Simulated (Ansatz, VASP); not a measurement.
**Li2Se in VASP and in Ansatz**

The input POSCAR:

```
Li2Se
1.0
    0.0000000000      2.9935210614      2.9935210614
    2.9935210614      0.0000000000      2.9935210614
    2.9935210614      2.9935210614      0.0000000000
Se Li
1 2
Direct
    0.0000000000      0.0000000000      0.0000000000
    0.2500000000      0.2500000000      0.2500000000
    0.7500000000      0.7500000000      0.7500000000
```

INCAR.step1

```
SYSTEM = Li2Se
PREC     = Accurate       ! precision mode
ENCUT    = 830            ! plane-wave cutoff, eV
ISMEAR   = 0              ! smearing method
SIGMA    = 0.01           ! smearing width, eV
LREAL    = .False.        ! projectors in reciprocal space
LASPH    = .True.         ! aspherical terms in the spheres
NELM     = 120            ! most SCF steps
NBANDS   = 13             ! bands
GGA      = PE             ! functional
ALGO     = Normal         ! electronic algorithm
EDIFF    = 1E-5           ! SCF threshold, eV
LWAVE    = .True.         ! write WAVECAR
LCHARG   = .False.        ! write CHGCAR
GGA_COMPAT= .False.
```

The input INCAR.step2:

```
SYSTEM = Li2Se
PREC     = Accurate       ! precision mode
ENCUT    = 830            ! plane-wave cutoff, eV
EDIFF    = 1E-6           ! SCF threshold, eV
ISMEAR   = 0              ! smearing method
SIGMA    = 0.01           ! smearing width, eV
LREAL    = .False.        ! projectors in reciprocal space
LASPH    = .True.         ! aspherical terms in the spheres
NELM     = 120            ! most SCF steps
ALGO     = Normal         ! electronic algorithm
ISIF     = 2              ! what is computed and relaxed
LWAVE    = .False.        ! write WAVECAR
LCHARG   = .False.        ! write CHGCAR
METAGGA  = R2SCAN         ! meta-GGA
LMIXTAU  = .True.       
NBANDS   = 13             ! bands
ISTART   = 1            
GGA_COMPAT= .False.
```

KPOINTS

```
regular mesh
0
Gamma
  6 6 6
  0 0 0
```

Input for Ansatz:

```yaml
crystal:
  lattice:
    - [0.0, 2.9935210614, 2.9935210614]
    - [2.9935210614, 0.0, 2.9935210614]
    - [2.9935210614, 2.9935210614, 0.0]
  atoms:
    - { symbol: Se, position: [0.0, 0.0, 0.0] }
    - { symbol: Li, position: [0.25, 0.25, 0.25] }
    - { symbol: Li, position: [0.75, 0.75, 0.75] }
kpoints:
  mp_grid: { grid: [6, 6, 6] }
hamiltonian:
  xc: r2scan
scf:
  occupations: { method: fixed }
output:
  optics:
    e_range: [0, 16]
    de: 0.05
    sigma: 0.1
    bands: { spectra_wanted_up_to: 16 }
```

Alike in both runs: task single point; functional r2SCAN; k mesh 6 × 6 × 6; no spin polarisation.

|  | VASP | Ansatz |
| --- | --- | --- |
| version | VASP 6.6.1 | Ansatz 0.2.0 |
| potentials or method | VASP PAW PBE potentials, release 64 (Se, Li_sv) | plane waves, PAW |
| plane-wave cutoff (eV) | 830 | 500 |
| occupations | gaussian, width 0.01 eV | fixed |
| valence electrons in the cell | 12 | 22 |

|  | VASP | Ansatz | Ansatz less VASP |
| --- | --- | --- | --- |
| gap on the k mesh at the Fermi level (eV) | 3.46 | 3.48 | +0.021 |

VASP's potentials were made for PBE, not for r2SCAN. VASP's potentials hold 12 valence electrons a cell and Ansatz's 22, so a difference there can come from the potentials and not from the codes.
